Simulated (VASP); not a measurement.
BeS, 6 atoms in the cell. It takes space group P4mm (No. 99, tetragonal). Conventional cell: a = 4.264 Å, b = 4.264 Å, c = 5.783 Å, α = 90.00°, β = 90.00°, γ = 90.00°. Within 2.8 Å of Be (site symmetry 4mm) lie 1 S at 2.11 Å and 4 Be at 2.30 Å. Within 2.7 Å of Be (site symmetry 2mm) lie 1 S at 2.03 Å and 2 Be at 2.30 Å. Within 2.8 Å of S (site symmetry 4mm) lie 1 Be at 2.11 Å and 4 S at 2.28 Å. S (site symmetry 2mm) has 1 Be at 2.03 Å and 2 S at 2.28 Å within 2.7 Å. 

```yaml
Program: VASP 6.6.1
Task: single point
Functional: PBE
Potentials_or_basis: VASP PAW PBE potentials, release 64 (Be, S)
Cutoff: 520 eV
k_mesh: 4 × 4 × 4
Occupations: gaussian, width 0.1 eV
Spin: no spin polarisation
Dipole_correction: no
Further_INCAR_settings: ALGO = Normal; EDIFF = 1e-06; NBANDS = 21
```

Potentials or basis: VASP PAW PBE potentials, release 64 (Be, S).

Command:

```bash
$ cat potpaw_PBE.64/Be/POTCAR potpaw_PBE.64/S/POTCAR > POTCAR
$ mpirun -np 1 vasp_std > vasp.out
```

Hardware: 1 thread of AMD EPYC 9R45 96-Core Processor (Zen 5), on a shared host.

Question: How long does it take, and how much memory?

Answer: Run time: 18 s on 1 thread of AMD EPYC 9R45 96-Core Processor (Zen 5) (shared host), peak memory 0.18 GiB. Counts: scf iterations 14, k points 18.
